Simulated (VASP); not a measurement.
# Se (P3_121) in VASP: single point with PBE

Aim: the single point of Se with PBE.

Program: VASP 6.6.1. These are calculated values, not measurements. Logs are shortened: lines on timing, memory, paths and dates and some standing lists are left out, and cuts for length are marked.

**1. The cell of the first run**

The structure is trigonal, space group P3_121 (No. 152). Conventional cell: a = 4.366 Å, b = 4.366 Å, c = 4.954 Å, α = 90.00°, β = 90.00°, γ = 120.00°. Se (site symmetry 2) has 2 Se at 2.37 Å within 3.1 Å.

**2. Single point, PBE, non-collinear spin, zero start, spin-orbit coupling**

The input, INCAR:

```
SYSTEM = Se
  PREC = Accurate
  ENCUT = 520
  EDIFF = 1E-6
  ISMEAR = -1
  SIGMA = 0.05
  LREAL = .FALSE.
  LASPH = .TRUE.
  NELM = 150
  ALGO = Normal
  ISIF = 2
  LWAVE = .FALSE.
  LCHARG = .TRUE.
  LNONCOLLINEAR = .TRUE.
  MAGMOM = 0 0 0 0 0 0 0 0 0
  LORBIT = 11
  LSORBIT = .TRUE.
  GGA_COMPAT = .FALSE.
  LORBMOM = .TRUE.
  GGA = PE
  LVHAR = .TRUE.
  NBANDS = 31
```

The input, KPOINTS:

```
Automatic mesh
0
G
  7 7 6
  0 0 0
```

The input, POSCAR:

```
Se
1.0
    4.3662000000      0.0000000000      0.0000000000
   -2.1831000000      3.7812401180      0.0000000000
    0.0000000000      0.0000000000      4.9536000000
Se
3
Direct
    0.7746000000      0.7746000000      0.0000000000
    0.0000000000      0.2254000000      0.6666666667
    0.2254000000      0.0000000000      0.3333333333
```

Potentials or basis: VASP PAW PBE potentials, release 64 (Se).

The run is started by

```console
$ cat potpaw_PBE.64/Se/POTCAR > POTCAR
$ mpirun -np 1 vasp_ncl > vasp.out
```

OUTCAR:

```text
SYSTEM = Se
   PREC = Accurate
   ENCUT = 520
   EDIFF = 1E-6
   ISMEAR = -1
   LREAL = .FALSE.
   LASPH = .TRUE.
   NELM = 150
   ISIF = 2
   LNONCOLLINEAR = .TRUE.
   LORBIT = 11
   LSORBIT = .TRUE.
   GGA = PE

 ion  position               nearest neighbor table
   1  0.775  0.775  0.000-   2 2.37   3 2.37
   2  0.000  0.225  0.667-   1 2.37   3 2.37
   3  0.225  0.000  0.333-   1 2.37   2 2.37

  LATTYP: Found a hexagonal cell.
 ALAT       =     4.3662000000
 C/A-ratio  =     1.1345334616

  Lattice vectors:

 A1 = (   4.3662000000,   0.0000000000,   0.0000000000)
 A2 = (  -2.1831000000,   3.7812401180,   0.0000000000)
 A3 = (   0.0000000000,   0.0000000000,   4.9536000000)

Analysis of symmetry for initial positions (statically):
=====================================================================
 Subroutine PRICEL returns:
 Original cell was already a primitive cell.

 Routine SETGRP: Setting up the symmetry group for a
 hexagonal supercell.

 Subroutine GETGRP returns: Found  6 space group operations
 (whereof  2 operations were pure point group operations)
 out of a pool of 24 trial point group operations.

The static configuration has the point symmetry C_2 .
 The point group associated with its full space group is D_3 .

Analysis of symmetry for dynamics (positions and initial velocities):
=====================================================================
 Subroutine PRICEL returns:
 Original cell was already a primitive cell.

 Routine SETGRP: Setting up the symmetry group for a
 hexagonal supercell.

 Subroutine GETGRP returns: Found  6 space group operations
 (whereof  2 operations were pure point group operations)
 out of a pool of 24 trial point group operations.

The dynamic configuration has the point symmetry C_2 .
 The point group associated with its full space group is D_3 .

Analysis of structural, dynamic, and magnetic symmetry:
=====================================================================
 Subroutine PRICEL returns:
 Original cell was already a primitive cell.

 Routine SETGRP: Setting up the symmetry group for a
 hexagonal supercell.

 Subroutine GETGRP returns: Found  6 space group operations
 (whereof  2 operations were pure point group operations)
 out of a pool of 24 trial point group operations.

The overall configuration has the point symmetry C_2 .
 The point group associated with its full space group is D_3 .

 Subroutine INISYM returns: Found  6 space group operations
 (whereof  2 operations are pure point group operations),
 and found     1 'primitive' translations

----------------------------------------------------------------------------------------

                                     Primitive cell

  volume of cell :      81.7822

  direct lattice vectors                    reciprocal lattice vectors
     4.366200000  0.000000000  0.000000000     0.229032110  0.132231751  0.000000000
    -2.183100000  3.781240118  0.000000000     0.000000000  0.264463501  0.000000000
     0.000000000  0.000000000  4.953600000     0.000000000  0.000000000  0.201873385

  length of vectors
     4.366200000  4.366200000  4.953600000     0.264463501  0.264463501  0.201873385

  position of ions in fractional coordinates (direct lattice)
     0.774600000  0.774600000  0.000000000
     0.000000000  0.225400000  0.666666667
     0.225400000  0.000000000  0.333333333

  ion indices of the primitive-cell ions
   primitive index   ion index
                 1           1
                 2           2
                 3           3

----------------------------------------------------------------------------------------

 KPOINTS: Automatic mesh

Automatic generation of k-mesh.
 Grid dimensions read from file:
 generate k-points for:    7    7    6

 Generating k-lattice:

  Cartesian coordinates                     Fractional coordinates (reciprocal lattice)
     0.032718873  0.018890250  0.000000000     0.142857143  0.000000000  0.000000000
     0.000000000  0.037780500  0.000000000     0.000000000  0.142857143  0.000000000
     0.000000000  0.000000000  0.033645564     0.000000000  0.000000000  0.166666667

  Length of vectors
     0.037780500  0.037780500  0.033645564

  Shift w.r.t. Gamma in fractional coordinates (k-lattice)
     0.000000000  0.000000000  0.000000000

 Subroutine IBZKPT returns following result:
 ===========================================

 Found     58 irreducible k-points:

 Following reciprocal coordinates:
            Coordinates               Weight
  0.000000  0.000000  0.000000      1.000000
  0.142857  0.000000  0.000000      6.000000
  0.285714 -0.000000  0.000000      6.000000
[... 46 lines left out ...]
   ISIF   =      2    stress and relaxation
   ISYM   =      2    0-nonsym 1-usesym 2-fastsym
   POTIM  = 0.5000    time-step for ionic-motion
   TEBEG  =    0.0;   TEEND  =   0.0 temperature during run
   PSTRESS=    0.0 pullay stress
   NELECT =      18.0000    total number of electrons
   NUPDOWN=      -1.0000    fix difference up-down
   EMIN   =  10.00;   EMAX   =-10.00  energy-range for DOS
   EFERMI =   0.00;   METHOD = LEGACY
   ISMEAR =    -1;   SIGMA  =   0.05  broadening in eV -4-tet -1-fermi 0-gaus
   EFERMI_NEDOS =   21; number of points for ismear=-14 and -15
   IALGO  =     38    algorithm
   IMIX   =      4    mixing-type and parameters
     AMIX     =   0.40;   BMIX     =  1.00
     AMIX_MAG =   1.60;   BMIX_MAG =  1.00
  volume/ion in A,a.u.               =      27.26       183.96
  Fermi-wavevector in a.u.,A,eV,Ry     =   0.988430  1.867862 13.292817  0.976995
  Thomas-Fermi vector in A             =   2.119956
   LORBIT       =     11    0 simple, 1 ext, 2 COOP (PROOUT), +10 PAW based schemes
   GGA     = PE    functional components
   LHFCALC =     F    Hartree Fock is set to
   AEXX    =    0.0000 exact exchange contribution
   IVDW    =     0    specifies the selected vdW correction
   LEPSILON=     F    determine dielectric tensor
   LRPA    =     F    only Hartree local field effects (RPA)
  energy-cutoff  :      520.00
  volume of cell :       81.78
 maximum number of plane-waves:      4428
   NGX = 17   NGY = 17   NGZ = 19

 number of electron      18.0000001 magnetization      -0.0000000     -0.0000000     -0.0000000

 number of electron      18.0000001 magnetization      -0.0000000     -0.0000000      0.0000000

 number of electron      18.0000001 magnetization       0.0000000      0.0000000      0.0000000

 Free energy of the ion-electron system (eV)
  ---------------------------------------------------
  ext. energy  EPLUGINS =         0.00000000
  ---------------------------------------------------
  free energy    TOTEN  =       -10.53735240 eV

  energy without entropy =      -10.53735191  energy(sigma->0) =      -10.53735215

 E-fermi :   3.2809     XC(G=0):  -8.8419

 val. band max:        2.6970010232   @ k =   0.4286   0.1429   0.5000
 cond. band min:       3.8580757711   @ k =   0.0000   0.0000   0.5000
 fundamental gap:      1.1610747479
 Fermi energy:         3.2809380145

 k-point     1 :       0.0000    0.0000    0.0000
  band No.  band energies     occupation
      1     -13.1709      1.00000
      2     -13.1709      1.00000
      3      -9.0487      1.00000
      4      -9.0487      1.00000
      5      -9.0476      1.00000
      6      -9.0476      1.00000
[... 781 lines left out ...]
     29      11.5067      0.00000
     30      11.5328      0.00000

 [... further k-points ...]

 [bands above 30 left out]

------------------------ aborting loop because EDIFF is reached ----------------------------------------

  FORCE on cell =-STRESS in cart. coord.  units (eV):
  Direction    XX          YY          ZZ          XY          YZ          ZX
  --------------------------------------------------------------------------------------
  -------------------------------------------------------------------------------------
  Total        1.2035365      1.2035365      2.1683135      0.0000000     -0.0000000     -0.0000000
  in kB       23.5782207     23.5782207     42.4789572      0.0000000     -0.0000000     -0.0000000
  external PRESSURE =      29.8784662 kB  Pullay stress =       0.0000000 kB

 VOLUME and BASIS-vectors are now :
 -----------------------------------------------------------------------------
  energy-cutoff  :      520.00
  volume of cell :       81.78
      direct lattice vectors                 reciprocal lattice vectors
     4.366200000  0.000000000  0.000000000     0.229032110  0.132231751  0.000000000
    -2.183100000  3.781240118  0.000000000     0.000000000  0.264463501  0.000000000
     0.000000000  0.000000000  4.953600000     0.000000000  0.000000000  0.201873385

 POSITION                                       TOTAL-FORCE (eV/Angst)
 -----------------------------------------------------------------------------------
      1.69103      2.92895      0.00000        -0.223888     -0.387785     -0.000000
     -0.49207      0.85229      3.30240        -0.223888      0.387785     -0.000000
      0.98414      0.00000      1.65120         0.447776      0.000000      0.000000
 -----------------------------------------------------------------------------------
    total drift:                                0.000000      0.000000      0.000000

  FREE ENERGIE OF THE ION-ELECTRON SYSTEM (eV)
  ---------------------------------------------------
  free  energy   TOTEN  =       -10.5373523990 eV

  energy  without entropy=      -10.5373519070  energy(sigma->0) =      -10.53735215

 orbital moment (x)

 # of ion     p       d       tot
 ----------------------------------------
  1         0.000   0.000   0.000
  2         0.000   0.000   0.000
  3        -0.000  -0.000  -0.000
 ----------------------------------------
           -0.000   0.000  -0.000

 orbital moment (y)

 # of ion     p       d       tot
 ----------------------------------------
  1         0.000   0.000   0.000
  2        -0.000  -0.000  -0.000
  3         0.000   0.000   0.000
 ----------------------------------------
            0.000   0.000   0.000

 orbital moment (z)

 # of ion     p       d       tot
 ----------------------------------------
  1        -0.000  -0.000  -0.000
  2         0.000   0.000   0.000
  3         0.000   0.000   0.000
 ----------------------------------------
           -0.000   0.000  -0.000

 Spin-Orbit-Coupling matrix elements

 Ion:    1  E_soc:     -0.0450844
 l=   1
     0.0000000    -0.0072762    -0.0075449
    -0.0072762     0.0000000    -0.0077222
    -0.0075449    -0.0077222     0.0000000
 l=   2
     0.0000000     0.0000015     0.0000000     0.0000001     0.0000026
     0.0000015     0.0000000    -0.0000029    -0.0000009     0.0000016
     0.0000000    -0.0000029     0.0000000    -0.0000010     0.0000000
     0.0000001    -0.0000009    -0.0000010     0.0000000     0.0000001
     0.0000026     0.0000016     0.0000000     0.0000001     0.0000000
 l=   3
     0.0000000     0.0000000     0.0000000     0.0000000     0.0000000     0.0000000     0.0000000
     0.0000000     0.0000000     0.0000000     0.0000000     0.0000000     0.0000000     0.0000000
     0.0000000     0.0000000     0.0000000     0.0000000     0.0000000     0.0000000     0.0000000
     0.0000000     0.0000000     0.0000000     0.0000000     0.0000000     0.0000000     0.0000000
[... 29 lines left out ...]
 l=   2
     0.0000000    -0.0000005     0.0000000     0.0000023     0.0000026
    -0.0000005     0.0000000    -0.0000001    -0.0000009    -0.0000008
     0.0000000    -0.0000001     0.0000000    -0.0000038     0.0000000
     0.0000023    -0.0000009    -0.0000038     0.0000000     0.0000023
     0.0000026    -0.0000008     0.0000000     0.0000023     0.0000000
 l=   3
     0.0000000     0.0000000     0.0000000     0.0000000     0.0000000     0.0000000     0.0000000
     0.0000000     0.0000000     0.0000000     0.0000000     0.0000000     0.0000000     0.0000000
     0.0000000     0.0000000     0.0000000     0.0000000     0.0000000     0.0000000     0.0000000
     0.0000000     0.0000000     0.0000000     0.0000000     0.0000000     0.0000000     0.0000000
     0.0000000     0.0000000     0.0000000     0.0000000     0.0000000     0.0000000     0.0000000
     0.0000000     0.0000000     0.0000000     0.0000000     0.0000000     0.0000000     0.0000000
     0.0000000     0.0000000     0.0000000     0.0000000     0.0000000     0.0000000     0.0000000

 total charge

# of ion       s       p       d       tot
------------------------------------------
    1        1.512   2.184   0.058   3.754
    2        1.512   2.184   0.058   3.754
    3        1.512   2.184   0.058   3.754
--------------------------------------------------
tot          4.537   6.551   0.174  11.262

 magnetization (x)

# of ion       s       p       d       tot
------------------------------------------
    1       -0.000  -0.000  -0.000  -0.000
    2       -0.000  -0.000  -0.000  -0.000
    3        0.000   0.000   0.000   0.000
--------------------------------------------------
tot         -0.000   0.000  -0.000   0.000

 magnetization (y)

# of ion       s       p       d       tot
------------------------------------------
    1       -0.000  -0.000  -0.000  -0.000
    2        0.000   0.000   0.000   0.000
    3        0.000   0.000   0.000   0.000
--------------------------------------------------
tot          0.000   0.000   0.000   0.000

 magnetization (z)

# of ion       s       p       d       tot
------------------------------------------
    1        0.000  -0.000   0.000  -0.000
    2       -0.000  -0.000   0.000  -0.000
    3        0.000   0.000   0.000   0.000
--------------------------------------------------
tot         -0.000  -0.000   0.000  -0.000
```

It took 6.2 min on 1 thread of Intel Xeon 8259CL, shared host; peak memory 0.47 GiB.

What came out:

```
Free energy                                           : -10.5374 eV
Pressure                                              : 3.0 GPa
Largest force                                         : 0.448 eV/Å
Net moment                                            : 0.00 μB per cell
Valence electrons inside the program's atomic spheres : Se 3.75
```

Forces in eV/Å, atoms in the order of the input:
```
Se  -0.224 -0.388  0.000
Se  -0.224  0.388  0.000
Se   0.448  0.000  0.000
```

Stress tensor (GPa, compression positive):
```
2.36 0.00 0.00
0.00 2.36 0.00
0.00 0.00 4.25
```

Moments on the atoms (μB; x, y, z):
```
Se  0.00 0.00 0.00
Se  0.00 0.00 0.00
Se  0.00 0.00 0.00
```
